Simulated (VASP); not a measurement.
# CoSn (P6/mmm) in VASP: single point with r2SCAN

Aim: the single point of CoSn with r2SCAN.

Program: VASP 6.6.1. These are calculated values, not measurements. Logs are shortened: lines on timing, memory, paths and dates and some standing lists are left out, and cuts for length are marked.

## (1) The cell of the first run

Symmetry: P6/mmm, No. 191, hexagonal system. The conventional cell has a = 5.296 Å, b = 5.296 Å, c = 4.233 Å, α = 90.00°, β = 90.00°, γ = 120.00°. Co (site symmetry mmm) has 6 Sn at 2.61 to 2.65 Å and 4 Co at 2.65 Å within 3.4 Å. Within 3.4 Å of Sn (site symmetry -6m2) lie 6 Co at 2.61 Å and 3 Sn at 3.06 Å. Within 3.5 Å of Sn (site symmetry 6/mmm) lie 6 Co at 2.65 Å.

## (2) Single point, r2SCAN, collinear spin, ferromagnetic start

File POSCAR:

```
CoSn
1.0
    5.2962604194      0.0000000000      0.0000000000
   -2.6481302097      4.5866960683      0.0000000000
    0.0000000000      0.0000000000      4.2332336376
Co Sn
3 3
Direct
    0.0000000000      0.5000000000      0.0000000000
    0.5000000000      0.5000000000      0.0000000000
    0.5000000000      0.0000000000      0.0000000000
    0.6666666667      0.3333333333      0.5000000000
    0.3333333333      0.6666666667      0.5000000000
    0.0000000000      0.0000000000      0.0000000000
```

File INCAR.step1:

```
SYSTEM = CoSn
ALGO = Normal
EDIFF = 1E-5
ENCUT = 660
GGA = PE
GGA_COMPAT = .FALSE.
ISMEAR = 0
ISPIN = 2
KPAR = 4
LASPH = .TRUE.
LCHARG = .FALSE.
LMAXMIX = 4
LREAL = .FALSE.
LWAVE = .TRUE.
MAGMOM = 1.5 1.5 1.5 0 0 0
NBANDS = 48
NELM = 200
PREC = Accurate
SIGMA = 0.05
```

File INCAR.step2:

```
SYSTEM = CoSn
ALGO = Normal
EDIFF = 1E-6
ENCUT = 660
GGA_COMPAT = .FALSE.
ISIF = 2
ISMEAR = 0
ISPIN = 2
ISTART = 1
KPAR = 4
LASPH = .TRUE.
LCHARG = .FALSE.
LMAXMIX = 4
LMIXTAU = .TRUE.
LORBIT = 11
LREAL = .FALSE.
LWAVE = .FALSE.
MAGMOM = 1.5 1.5 1.5 0 0 0
METAGGA = R2SCAN
NBANDS = 48
NELM = 200
PREC = Accurate
SIGMA = 0.05
```

File KPOINTS:

```
k-points
0
G
  10 10 10
  0 0 0
```

Potentials or basis: VASP PAW PBE potentials, release 64 (Co, Sn_d).

Run with:

```sh
> cat potpaw_PBE.64/Co/POTCAR potpaw_PBE.64/Sn_d/POTCAR > POTCAR
> cp INCAR.step1 INCAR
> mpirun -np 4 vasp_std > vasp.out
> cp INCAR.step2 INCAR
> mpirun -np 4 vasp_std > vasp.out
```

OUTCAR:

```text
SYSTEM = CoSn
   EDIFF = 1E-6
   ENCUT = 660
   ISIF = 2
   ISMEAR = 0
   ISPIN = 2
   ISTART = 1
   LASPH = .TRUE.
   LORBIT = 11
   LREAL = .FALSE.
   METAGGA = R2SCAN
   NELM = 200
   PREC = Accurate

 ion  position               nearest neighbor table
   1  0.000  0.500  0.000-   4 2.61   5 2.61   4 2.61   5 2.61   2 2.65   2 2.65   6 2.65   6 2.65
                             3 2.65   3 2.65
   2  0.500  0.500  0.000-   4 2.61   5 2.61   4 2.61   5 2.61   1 2.65   1 2.65   6 2.65   3 2.65
                             3 2.65   6 2.65
   3  0.500  0.000  0.000-   4 2.61   5 2.61   4 2.61   5 2.61   6 2.65   6 2.65   1 2.65   2 2.65
                             2 2.65   1 2.65
   4  0.667  0.333  0.500-   1 2.61   1 2.61   3 2.61   3 2.61   2 2.61   2 2.61   5 3.06   5 3.06
                             5 3.06   6 3.72   6 3.72   6 3.72   6 3.72   6 3.72   6 3.72
   5  0.333  0.667  0.500-   1 2.61   1 2.61   3 2.61   3 2.61   2 2.61   2 2.61   4 3.06   4 3.06
                             4 3.06   6 3.72   6 3.72   6 3.72   6 3.72   6 3.72   6 3.72
   6  0.000  0.000  0.000-   3 2.65   3 2.65   1 2.65   1 2.65   2 2.65   2 2.65   5 3.72   4 3.72
                             5 3.72   4 3.72   4 3.72   5 3.72   5 3.72   4 3.72   5 3.72   5 3.72

  LATTYP: Found a hexagonal cell.
 ALAT       =     5.2962604194
 C/A-ratio  =     0.7992872900

  Lattice vectors:

 A1 = (   5.2962604194,   0.0000000000,   0.0000000000)
 A2 = (  -2.6481302097,   4.5866960683,   0.0000000000)
 A3 = (   0.0000000000,   0.0000000000,   4.2332336376)

Analysis of symmetry for initial positions (statically):
=====================================================================
 Subroutine PRICEL returns:
 Original cell was already a primitive cell.

 Routine SETGRP: Setting up the symmetry group for a
 hexagonal supercell.

 Subroutine GETGRP returns: Found 24 space group operations
 (whereof 24 operations were pure point group operations)
 out of a pool of 24 trial point group operations.

The static configuration has the point symmetry D_6h.

Analysis of symmetry for dynamics (positions and initial velocities):
=====================================================================
 Subroutine PRICEL returns:
 Original cell was already a primitive cell.

 Routine SETGRP: Setting up the symmetry group for a
 hexagonal supercell.

 Subroutine GETGRP returns: Found 24 space group operations
 (whereof 24 operations were pure point group operations)
 out of a pool of 24 trial point group operations.

The dynamic configuration has the point symmetry D_6h.

Analysis of structural, dynamic, and magnetic symmetry:
=====================================================================
 Subroutine PRICEL returns:
 Original cell was already a primitive cell.

 Routine SETGRP: Setting up the symmetry group for a
 hexagonal supercell.

 Subroutine GETGRP returns: Found 24 space group operations
 (whereof 24 operations were pure point group operations)
 out of a pool of 24 trial point group operations.

The overall configuration has the point symmetry D_6h.

 Subroutine INISYM returns: Found 24 space group operations
 (whereof 24 operations are pure point group operations),
 and found     1 'primitive' translations

----------------------------------------------------------------------------------------

                                     Primitive cell

  volume of cell :     102.8351

  direct lattice vectors                    reciprocal lattice vectors
     5.296260419  0.000000000  0.000000000     0.188812468  0.109010929  0.000000000
    -2.648130210  4.586696068  0.000000000     0.000000000  0.218021858  0.000000000
     0.000000000  0.000000000  4.233233638     0.000000000  0.000000000  0.236226036

  length of vectors
     5.296260419  5.296260419  4.233233638     0.218021858  0.218021858  0.236226036

  position of ions in fractional coordinates (direct lattice)
     0.000000000  0.500000000  0.000000000
     0.500000000  0.500000000  0.000000000
     0.500000000  0.000000000  0.000000000
     0.666666667  0.333333333  0.500000000
     0.333333333  0.666666667  0.500000000
     0.000000000  0.000000000  0.000000000

  ion indices of the primitive-cell ions
   primitive index   ion index
                 1           1
                 2           2
[... 59 lines left out ...]
   number of dos      NEDOS =    301   number of ions     NIONS =      6
   total plane-waves  NPLWV =  82944
   dimension x,y,z NGX =    48 NGY =   48 NGZ =   36
   dimension x,y,z NGXF=    96 NGYF=   96 NGZF=   72
   ions per type =               3   3
   NGX,Y,Z   is equivalent  to a cutoff of  15.07, 15.07, 14.14 a.u.
   NGXF,Y,Z  is equivalent  to a cutoff of  30.13, 30.13, 28.28 a.u.
 SYSTEM =  CoSn
   PREC   = accura    normal or accurate (medium, high low for compatibility)
   ISTART =      1    job   : 0-new  1-cont  2-samecut
   ICHARG =      0    charge: 1-file 2-atom 10-const
   ISPIN  =      2    spin polarized calculation?
   LNONCOLLINEAR =      F non collinear calculations
   LSORBIT =      F    spin-orbit coupling
   LASPH  =      T    aspherical Exc in radial PAW
   ENCUT  =  660.0 eV  48.51 Ry    6.96 a.u.  11.09 11.09  8.87*2*pi/ulx,y,z
   NELM   =    200;   NELMIN=  2; NELMDL=  0     # of ELM steps
   EDIFF  = 0.1E-05   stopping-criterion for ELM
   LREAL  =      F    real-space projection
   EDIFFG = 0.1E-04   stopping-criterion for IOM
   NSW    =      0    number of steps for IOM
   IBRION =     -1    ionic relax: 0-MD 1-quasi-New 2-CG
   NFREE  =      0    steps in history (QN), initial steepest desc. (CG)
   ISIF   =      2    stress and relaxation
   ISYM   =      2    0-nonsym 1-usesym 2-fastsym
   POTIM  = 0.5000    time-step for ionic-motion
   TEBEG  =    0.0;   TEEND  =   0.0 temperature during run
   PSTRESS=    0.0 pullay stress
   NELECT =      69.0000    total number of electrons
   NUPDOWN=      -1.0000    fix difference up-down
   EMIN   =  10.00;   EMAX   =-10.00  energy-range for DOS
   EFERMI =   0.00;   METHOD = LEGACY
   ISMEAR =     0;   SIGMA  =   0.05  broadening in eV -4-tet -1-fermi 0-gaus
   EFERMI_NEDOS =   21; number of points for ismear=-14 and -15
   IALGO  =     38    algorithm
   IMIX   =      4    mixing-type and parameters
     AMIX     =   0.40;   BMIX     =  1.00
     AMIX_MAG =   1.60;   BMIX_MAG =  1.00
  volume/ion in A,a.u.               =      17.14       115.66
  Fermi-wavevector in a.u.,A,eV,Ry     =   1.433213  2.708380 27.947713  2.054099
  Thomas-Fermi vector in A             =   2.552756
   LORBIT       =     11    0 simple, 1 ext, 2 COOP (PROOUT), +10 PAW based schemes
   METAGGA = R2SCAN    functional components
   LHFCALC =     F    Hartree Fock is set to
   AEXX    =    0.0000 exact exchange contribution
   IVDW    =     0    specifies the selected vdW correction
   LEPSILON=     F    determine dielectric tensor
   LRPA    =     F    only Hartree local field effects (RPA)
 spin polarized calculation
 Gauss-broadening in eV      SIGMA  =   0.05
  energy-cutoff  :      660.00
  volume of cell :      102.84
 maximum number of plane-waves:      3976
 NGX is ok and might be reduce to    48
   NGX = 23   NGY = 23   NGZ = 17

 number of electron      68.9999987 magnetization       0.0000000

 number of electron      68.9999987 magnetization      -0.0000000

 Free energy of the ion-electron system (eV)
  ---------------------------------------------------
  ext. energy  EPLUGINS =         0.00000000
  ---------------------------------------------------
  free energy    TOTEN  =      -113.63705335 eV

  energy without entropy =     -113.63568325  energy(sigma->0) =     -113.63636830

 E-fermi :   9.6470     XC(G=0): -12.7149

 val. band max:        9.6341564455   @ k =   0.3000   0.0000   0.3000
 cond. band min:       9.6664421598   @ k =   0.0000   0.0000   0.5000
 fundamental gap:      0.0322857142
 Fermi energy:         9.6469766257

 spin component 1

 k-point     1 :       0.0000    0.0000    0.0000
  band No.  band energies     occupation
      1     -12.5831      1.00000
      2     -12.4588      1.00000
      3     -12.4588      1.00000
      4     -12.3942      1.00000
      5     -12.3942      1.00000
      6     -12.2952      1.00000
[... 1165 lines left out ...]
     45      16.3746      0.00000
     46      16.9500      0.00000

 [... further k-points ...]

 spin component 2

 k-point     1 :       0.0000    0.0000    0.0000
  band No.  band energies     occupation
      1     -12.5831      1.00000
      2     -12.4588      1.00000
      3     -12.4588      1.00000
      4     -12.3942      1.00000
      5     -12.3942      1.00000
      6     -12.2952      1.00000
[... 1165 lines left out ...]
     45      16.3746      0.00000
     46      16.9500      0.00000

 [... further k-points ...]

 [bands above 46 left out]

------------------------ aborting loop because EDIFF is reached ----------------------------------------

  FORCE on cell =-STRESS in cart. coord.  units (eV):
  Direction    XX          YY          ZZ          XY          YZ          ZX
  --------------------------------------------------------------------------------------
  -------------------------------------------------------------------------------------
  Total       -2.4866616     -2.4866616     -2.6597737      0.0000000      0.0000000      0.0000000
  in kB      -38.7423294    -38.7423294    -41.4394260      0.0000000      0.0000000      0.0000000
  external PRESSURE =     -39.6413616 kB  Pullay stress =       0.0000000 kB

 VOLUME and BASIS-vectors are now :
 -----------------------------------------------------------------------------
  energy-cutoff  :      660.00
  volume of cell :      102.84
      direct lattice vectors                 reciprocal lattice vectors
     5.296260419  0.000000000  0.000000000     0.188812468  0.109010929  0.000000000
    -2.648130210  4.586696068  0.000000000     0.000000000  0.218021858  0.000000000
     0.000000000  0.000000000  4.233233638     0.000000000  0.000000000  0.236226036

 POSITION                                       TOTAL-FORCE (eV/Angst)
 -----------------------------------------------------------------------------------
     -1.32407      2.29335      0.00000        -0.000000      0.000000      0.000000
      1.32407      2.29335      0.00000        -0.000000      0.000000      0.000000
      2.64813      0.00000      0.00000         0.000000      0.000000      0.000000
      2.64813      1.52890      2.11662        -0.000000      0.000000      0.000000
     -0.00000      3.05780      2.11662         0.000000     -0.000000      0.000000
      0.00000      0.00000      0.00000        -0.000000      0.000000      0.000000
 -----------------------------------------------------------------------------------
    total drift:                               -0.000000      0.000000      0.000000

  FREE ENERGIE OF THE ION-ELECTRON SYSTEM (eV)
  ---------------------------------------------------
  free  energy   TOTEN  =      -113.6370533517 eV

  energy  without entropy=     -113.6356832542  energy(sigma->0) =     -113.63636830

 total charge

# of ion       s       p       d       tot
------------------------------------------
    1        0.411   0.479   7.463   8.353
    2        0.411   0.479   7.463   8.353
    3        0.411   0.479   7.463   8.353
    4        1.098   1.294  10.064  12.455
    5        1.098   1.294  10.064  12.455
    6        1.134   1.139  10.035  12.308
--------------------------------------------------
tot          4.562   5.164  52.552  62.279

 magnetization (x)

# of ion       s       p       d       tot
------------------------------------------
    1       -0.000  -0.000   0.000  -0.000
    2       -0.000  -0.000   0.000  -0.000
    3       -0.000  -0.000   0.000  -0.000
    4       -0.000  -0.000  -0.000  -0.000
    5       -0.000  -0.000  -0.000  -0.000
    6        0.000   0.000  -0.000   0.000
--------------------------------------------------
tot         -0.000   0.000  -0.000  -0.000
```

Wall time 15 min (4 MPI ranks of Intel Xeon Platinum 8375C at 2.90GHz (Ice Lake), shared host); peak memory 0.95 GiB.

What came out:

* Free energy: -113.6371 eV
* Pressure: -4.0 GPa
* Net moment: 0.00 μB per cell
* Valence electrons inside the program's atomic spheres: Co 8.35; Sn 12.46, 12.31 (each value once)

Stress tensor (GPa, compression positive):
```
-3.87  0.00  0.00
 0.00 -3.87  0.00
 0.00  0.00 -4.14
```

Levels at points of the mesh, in eV from the Fermi level:
Spin up:
```
           k point  band 30  band 31  band 32  band 33  band 34  band 35  band 36  band 37  band 38  band 39
(0.00, 0.00, 0.00)    -0.52    -0.49    -0.49    -0.43    -0.43     0.66     0.67     1.47     1.47     3.16
(0.50, 0.00, 0.00)    -1.00    -0.69    -0.45    -0.42     0.82     0.99     1.81     1.82     2.66     3.42
(0.00, 0.00, 0.50)    -0.87    -0.87    -0.57    -0.52    -0.52    -0.46    -0.46     0.02     0.66     1.34
(0.50, 0.00, 0.50)    -1.14    -0.88    -0.74    -0.53    -0.50    -0.40    -0.19     0.51     1.33     4.15
```
Spin down:
```
           k point  band 31  band 32  band 33  band 34  band 35  band 36  band 37  band 38
(0.00, 0.00, 0.00)    -0.49    -0.49    -0.43    -0.43     0.66     0.67     1.47     1.47
(0.50, 0.00, 0.00)    -0.69    -0.45    -0.42     0.82     0.99     1.81     1.82     2.66
(0.00, 0.00, 0.50)    -0.87    -0.57    -0.52    -0.52    -0.46    -0.46     0.02     0.66
(0.50, 0.00, 0.50)    -0.88    -0.74    -0.53    -0.50    -0.40    -0.19     0.51     1.33
```

Caveat: the cell stands under tension; the moments typed at the start vanished in this run; the PAW data sets were made with another functional, which shifts forces and pressure a little; spin-orbit coupling is left out, which moves the levels of the heavy elements.
